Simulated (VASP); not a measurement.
# GaReSi (P4/nmm) in VASP: single point with PBE

Aim: the single point of GaReSi with PBE.

Everything below comes from runs of VASP 6.6.1. Logs are shortened: lines on timing, memory, paths and dates and some standing lists are left out, and cuts for length are marked.

### Step 1. The cell of the first run

It takes space group P4/nmm (No. 129, tetragonal). Conventional cell: a = 3.268 Å, b = 3.268 Å, c = 8.302 Å, α = 90.00°, β = 90.00°, γ = 90.00°. Within 3.6 Å of Ga (site symmetry 4mm) lie 1 Si at 2.71 Å and 8 Ga at 2.75 to 3.27 Å and 5 Re at 2.78 to 3.02 Å. Si (site symmetry 4mm) has 5 Re at 2.57 to 2.59 Å and 8 Si at 2.70 to 3.27 Å and 1 Ga at 2.71 Å within 3.4 Å. Within 3.4 Å of Re (site symmetry 4mm) lie 5 Si at 2.57 to 2.59 Å and 5 Ga at 2.78 to 3.02 Å and 4 Re at 3.27 Å.

### Step 2. Single point, PBE (14.78 Å³/atom)

File INCAR:

```
SYSTEM = GaReSi
PREC = Accurate ; ENCUT = 520
EDIFF = 1E-6 ; ISMEAR = 0
SIGMA = 0.01 ; LREAL = .False.
LASPH = .True. ; NELM = 100
ALGO = Normal ; ISIF = 2
LWAVE = .False. ; LCHARG = .True.
GGA = PE ; LELF = .True.
LVHAR = .True. ; NBANDS = 33
```

File KPOINTS:

```
regular mesh
0
Gamma
  12 12 6
  0 0 0
```

File POSCAR:

```
GaReSi
1.0
    3.2679173551      0.0000000000      0.0000000000
    0.0000000000      3.2679173551      0.0000000000
    0.0000000000      0.0000000000      8.3017479503
Ga Si Re
2 2 2
Direct
    0.5000000000      0.0000000000      0.9106877106
    0.0000000000      0.5000000000      0.0893122894
    0.0000000000      0.5000000000      0.4156203834
    0.5000000000      0.0000000000      0.5843796166
    0.0000000000      0.5000000000      0.7254563508
    0.5000000000      0.0000000000      0.2745436492
```

Potentials or basis: VASP PAW PBE potentials, release 64 (Ga_d, Si, Re).

The run is started by

```sh
> cat potpaw_PBE.64/Ga_d/POTCAR potpaw_PBE.64/Si/POTCAR potpaw_PBE.64/Re/POTCAR > POTCAR
> mpirun -np 1 vasp_std > vasp.out
```

OUTCAR:

```text
SYSTEM = GaReSi
   PREC = Accurate
   ENCUT = 520
   EDIFF = 1E-6
   ISMEAR = 0
   LREAL = .False.
   LASPH = .True.
   NELM = 100
   ISIF = 2
   GGA = PE

 ion  position               nearest neighbor table
   1  0.500  0.000  0.911-   4 2.71   2 2.75   2 2.75   2 2.75   2 2.75   5 2.78   5 2.78   5 2.78
                             5 2.78   6 3.02
   2  0.000  0.500  0.089-   3 2.71   1 2.75   1 2.75   1 2.75   1 2.75   6 2.78   6 2.78   6 2.78
                             6 2.78   5 3.02
   3  0.000  0.500  0.416-   5 2.57   6 2.59   6 2.59   6 2.59   6 2.59   4 2.70   4 2.70   4 2.70
                             4 2.70   2 2.71
   4  0.500  0.000  0.584-   6 2.57   5 2.59   5 2.59   5 2.59   5 2.59   3 2.70   3 2.70   3 2.70
                             3 2.70   1 2.71
   5  0.000  0.500  0.725-   3 2.57   4 2.59   4 2.59   4 2.59   4 2.59   1 2.78   1 2.78   1 2.78
                             1 2.78   2 3.02
   6  0.500  0.000  0.275-   4 2.57   3 2.59   3 2.59   3 2.59   3 2.59   2 2.78   2 2.78   2 2.78
                             2 2.78   1 3.02

  LATTYP: Found a simple tetragonal cell.
 ALAT       =     3.2679173551
 C/A-ratio  =     2.5403787943

  Lattice vectors:

 A1 = (   3.2679173551,   0.0000000000,   0.0000000000)
 A2 = (   0.0000000000,   3.2679173551,   0.0000000000)
 A3 = (   0.0000000000,   0.0000000000,   8.3017479503)

Analysis of symmetry for initial positions (statically):
=====================================================================
 Subroutine PRICEL returns:
 Original cell was already a primitive cell.

 Routine SETGRP: Setting up the symmetry group for a
 simple tetragonal supercell.

 Subroutine GETGRP returns: Found 16 space group operations
 (whereof  8 operations were pure point group operations)
 out of a pool of 16 trial point group operations.

The static configuration has the point symmetry D_2d.
 The point group associated with its full space group is D_4h.

Analysis of symmetry for dynamics (positions and initial velocities):
=====================================================================
 Subroutine PRICEL returns:
 Original cell was already a primitive cell.

 Routine SETGRP: Setting up the symmetry group for a
 simple tetragonal supercell.

 Subroutine GETGRP returns: Found 16 space group operations
 (whereof  8 operations were pure point group operations)
 out of a pool of 16 trial point group operations.

The dynamic configuration has the point symmetry D_2d.
 The point group associated with its full space group is D_4h.

 Subroutine INISYM returns: Found 16 space group operations
 (whereof  8 operations are pure point group operations),
 and found     1 'primitive' translations

----------------------------------------------------------------------------------------

                                     Primitive cell

  volume of cell :      88.6567

  direct lattice vectors                    reciprocal lattice vectors
     3.267917355  0.000000000  0.000000000     0.306005291  0.000000000  0.000000000
     0.000000000  3.267917355  0.000000000     0.000000000  0.306005291  0.000000000
     0.000000000  0.000000000  8.301747950     0.000000000  0.000000000  0.120456560

  length of vectors
     3.267917355  3.267917355  8.301747950     0.306005291  0.306005291  0.120456560

  position of ions in fractional coordinates (direct lattice)
     0.500000000  0.000000000  0.910687711
     0.000000000  0.500000000  0.089312289
     0.000000000  0.500000000  0.415620383
     0.500000000  0.000000000  0.584379617
     0.000000000  0.500000000  0.725456351
     0.500000000  0.000000000  0.274543649

  ion indices of the primitive-cell ions
   primitive index   ion index
                 1           1
                 2           2
                 3           3
                 4           4
                 5           5
                 6           6

----------------------------------------------------------------------------------------

 KPOINTS: regular mesh

Automatic generation of k-mesh.
 Grid dimensions read from file:
 generate k-points for:   12   12    6

 Generating k-lattice:

  Cartesian coordinates                     Fractional coordinates (reciprocal lattice)
     0.025500441  0.000000000  0.000000000     0.083333333  0.000000000  0.000000000
     0.000000000  0.025500441  0.000000000     0.000000000  0.083333333  0.000000000
     0.000000000  0.000000000  0.020076093     0.000000000  0.000000000  0.166666667

  Length of vectors
     0.025500441  0.025500441  0.020076093

  Shift w.r.t. Gamma in fractional coordinates (k-lattice)
     0.000000000  0.000000000  0.000000000

 Subroutine IBZKPT returns following result:
 ===========================================

 Found    112 irreducible k-points:

 Following reciprocal coordinates:
            Coordinates               Weight
  0.000000  0.000000  0.000000      1.000000
  0.083333  0.000000  0.000000      4.000000
  0.166667  0.000000  0.000000      4.000000
  0.250000  0.000000  0.000000      4.000000
  0.333333  0.000000  0.000000      4.000000
  0.416667  0.000000  0.000000      4.000000
[... 16 lines left out ...]
  0.333333  0.333333  0.000000      4.000000
  0.416667  0.333333  0.000000      8.000000
 [... further k-points ...]
   k-points           NKPTS =    112   k-points in BZ     NKDIM =    112   number of bands    NBANDS=     33
   number of dos      NEDOS =    301   number of ions     NIONS =      6
   total plane-waves  NPLWV =  36864
   dimension x,y,z NGX =    24 NGY =   24 NGZ =   64
   dimension x,y,z NGXF=    48 NGYF=   48 NGZF=  128
   ions per type =               2   2   2
   NGX,Y,Z   is equivalent  to a cutoff of  12.21, 12.21, 12.82 a.u.
   NGXF,Y,Z  is equivalent  to a cutoff of  24.42, 24.42, 25.63 a.u.
 SYSTEM =  GaReSi
   PREC   = accura    normal or accurate (medium, high low for compatibility)
   ISTART =      0    job   : 0-new  1-cont  2-samecut
   ICHARG =      2    charge: 1-file 2-atom 10-const
   ISPIN  =      1    spin polarized calculation?
   LNONCOLLINEAR =      F non collinear calculations
   LSORBIT =      F    spin-orbit coupling
   LASPH  =      T    aspherical Exc in radial PAW
   ENCUT  =  520.0 eV  38.22 Ry    6.18 a.u.   6.08  6.08 15.44*2*pi/ulx,y,z
   NELM   =    100;   NELMIN=  2; NELMDL= -5     # of ELM steps
   EDIFF  = 0.1E-05   stopping-criterion for ELM
   LREAL  =      F    real-space projection
   EDIFFG = 0.1E-04   stopping-criterion for IOM
   NSW    =      0    number of steps for IOM
   IBRION =     -1    ionic relax: 0-MD 1-quasi-New 2-CG
   NFREE  =      0    steps in history (QN), initial steepest desc. (CG)
   ISIF   =      2    stress and relaxation
   ISYM   =      2    0-nonsym 1-usesym 2-fastsym
   POTIM  = 0.5000    time-step for ionic-motion
   TEBEG  =    0.0;   TEEND  =   0.0 temperature during run
   PSTRESS=    0.0 pullay stress
   NELECT =      48.0000    total number of electrons
   NUPDOWN=      -1.0000    fix difference up-down
   EMIN   =  10.00;   EMAX   =-10.00  energy-range for DOS
   EFERMI =   0.00;   METHOD = LEGACY
   ISMEAR =     0;   SIGMA  =   0.01  broadening in eV -4-tet -1-fermi 0-gaus
   EFERMI_NEDOS =   21; number of points for ismear=-14 and -15
   IALGO  =     38    algorithm
   IMIX   =      4    mixing-type and parameters
     AMIX     =   0.40;   BMIX     =  1.00
     AMIX_MAG =   1.60;   BMIX_MAG =  1.00
  volume/ion in A,a.u.               =      14.78        99.71
  Fermi-wavevector in a.u.,A,eV,Ry     =   1.334293  2.521449 24.222983  1.780339
  Thomas-Fermi vector in A             =   2.463086
   LORBIT       =      0    0 simple, 1 ext, 2 COOP (PROOUT), +10 PAW based schemes
   GGA     = PE    functional components
   LHFCALC =     F    Hartree Fock is set to
   AEXX    =    0.0000 exact exchange contribution
   IVDW    =     0    specifies the selected vdW correction
   LEPSILON=     F    determine dielectric tensor
   LRPA    =     F    only Hartree local field effects (RPA)
 non-spin polarized calculation
 Gauss-broadening in eV      SIGMA  =   0.01
  energy-cutoff  :      520.00
  volume of cell :       88.66
 maximum number of plane-waves:      2420
   NGX = 13   NGY = 13   NGZ = 31

 number of electron      48.0000043 magnetization

 Free energy of the ion-electron system (eV)
  ---------------------------------------------------
  ext. energy  EPLUGINS =         0.00000000
  ---------------------------------------------------
  free energy    TOTEN  =       -43.12628522 eV

  energy without entropy =      -43.12628522  energy(sigma->0) =      -43.12628522

 E-fermi :   8.5284     XC(G=0): -12.3636

 val. band max:        8.4241983158   @ k =   0.0000   0.0000   0.0000
 cond. band min:       8.6331879071   @ k =   0.2500   0.0000   0.0000
 fundamental gap:      0.2089895913
 Fermi energy:         8.5283576527

 k-point     1 :       0.0000    0.0000    0.0000
  band No.  band energies     occupation
      1      -6.5889      2.00000
      2      -6.5342      2.00000
      3      -6.4756      2.00000
      4      -6.4543      2.00000
      5      -6.4543      2.00000
      6      -6.3447      2.00000
[... 25 lines left out ...]
     32      14.1333      0.00000
     33      14.2572      0.00000

 k-point     2 :       0.0833    0.0000    0.0000
  band No.  band energies     occupation
      1      -6.5822      2.00000
      2      -6.5297      2.00000
      3      -6.4820      2.00000
      4      -6.4593      2.00000
      5      -6.4519      2.00000
      6      -6.3541      2.00000
[... 25 lines left out ...]
     32      13.9878      0.00000
     33      14.3170      0.00000

 k-point     3 :       0.1667    0.0000    0.0000
  band No.  band energies     occupation
      1      -6.5703      2.00000
      2      -6.5106      2.00000
      3      -6.4979      2.00000
      4      -6.4730      2.00000
      5      -6.4431      2.00000
      6      -6.3883      2.00000
[... 25 lines left out ...]
     32      14.1350      0.00000
     33      14.4048      0.00000

 k-point     4 :       0.2500    0.0000    0.0000
  band No.  band energies     occupation
      1      -6.5652      2.00000
      2      -6.5165      2.00000
      3      -6.4923      2.00000
      4      -6.4709      2.00000
      5      -6.4310      2.00000
      6      -6.4254      2.00000
[... 25 lines left out ...]
     32      14.1048      0.00000
     33      15.1383      0.00000

 k-point     5 :       0.3333    0.0000    0.0000
  band No.  band energies     occupation
      1      -6.5623      2.00000
      2      -6.5319      2.00000
      3      -6.5126      2.00000
      4      -6.4734      2.00000
      5      -6.4210      2.00000
      6      -6.3993      2.00000
[... 604 lines left out ...]
 k-point    22 :       0.5000    0.2500    0.0000
  band No.  band energies     occupation
      1      -6.5660      2.00000
      2      -6.5660      2.00000
      3      -6.4596      2.00000
      4      -6.4596      2.00000
      5      -6.3846      2.00000
      6      -6.3846      2.00000
[... 25 lines left out ...]
     32      12.0985      0.00000
     33      14.3648      0.00000

 k-point    23 :       0.3333    0.3333    0.0000
  band No.  band energies     occupation
      1      -6.5807      2.00000
      2      -6.5293      2.00000
      3      -6.4930      2.00000
      4      -6.4201      2.00000
      5      -6.4008      2.00000
      6      -6.3478      2.00000
[... 25 lines left out ...]
     32      12.1951      0.00000
     33      12.5618      0.00000

 k-point    24 :       0.4167    0.3333    0.0000
  band No.  band energies     occupation
      1      -6.5771      2.00000
      2      -6.5430      2.00000
      3      -6.4898      2.00000
      4      -6.4365      2.00000
      5      -6.3950      2.00000
      6      -6.3504      2.00000
[... 25 lines left out ...]
     32      12.6935      0.00000
     33      13.2031      0.00000

 [... further k-points ...]

------------------------ aborting loop because EDIFF is reached ----------------------------------------

  FORCE on cell =-STRESS in cart. coord.  units (eV):
  Direction    XX          YY          ZZ          XY          YZ          ZX
  --------------------------------------------------------------------------------------
  -------------------------------------------------------------------------------------
  Total       -5.4489222     -5.4489222     -5.4873260      0.0000000      0.0000000      0.0000000
  in kB      -98.4712648    -98.4712648    -99.1652872      0.0000000      0.0000000      0.0000000
  external PRESSURE =     -98.7026056 kB  Pullay stress =       0.0000000 kB

 VOLUME and BASIS-vectors are now :
 -----------------------------------------------------------------------------
  energy-cutoff  :      520.00
  volume of cell :       88.66
      direct lattice vectors                 reciprocal lattice vectors
     3.267917355  0.000000000  0.000000000     0.306005291  0.000000000  0.000000000
     0.000000000  3.267917355  0.000000000     0.000000000  0.306005291  0.000000000
     0.000000000  0.000000000  8.301747950     0.000000000  0.000000000  0.120456560

 POSITION                                       TOTAL-FORCE (eV/Angst)
 -----------------------------------------------------------------------------------
      1.63396      0.00000      7.56030         0.000000     -0.000000      0.008314
      0.00000      1.63396      0.74145        -0.000000      0.000000     -0.008314
      0.00000      1.63396      3.45038         0.000000     -0.000000      0.012366
      1.63396      0.00000      4.85137         0.000000     -0.000000     -0.012366
      0.00000      1.63396      6.02256         0.000000     -0.000000     -0.022168
      1.63396      0.00000      2.27919         0.000000     -0.000000      0.022168
 -----------------------------------------------------------------------------------
    total drift:                                0.000000      0.000000      0.000000

  FREE ENERGIE OF THE ION-ELECTRON SYSTEM (eV)
  ---------------------------------------------------
  free  energy   TOTEN  =       -43.1262852219 eV

  energy  without entropy=      -43.1262852219  energy(sigma->0) =      -43.12628522
```

It took 4.4 min on 1 thread of Intel Xeon Platinum 8375C at 2.90GHz (Ice Lake), shared host; peak memory 0.41 GiB.

What came out:

| Quantity | Value |
| --- | --- |
| Free energy | -43.1263 eV |
| Pressure | -9.9 GPa |
| Largest force | 0.022 eV/Å |
| Band gap on the k mesh | 0.21 eV (least direct gap 0.80 eV) |

Forces on the atoms (eV/Å):
```
Ga   0.000  0.000  0.008
Ga   0.000  0.000 -0.008
Si   0.000  0.000  0.012
Si   0.000  0.000 -0.012
Re   0.000  0.000 -0.022
Re   0.000  0.000  0.022
```

Caveat: the cell stands under tension; spin-orbit coupling is left out, which moves the levels of the heavy elements. A k mesh can miss the band edges.
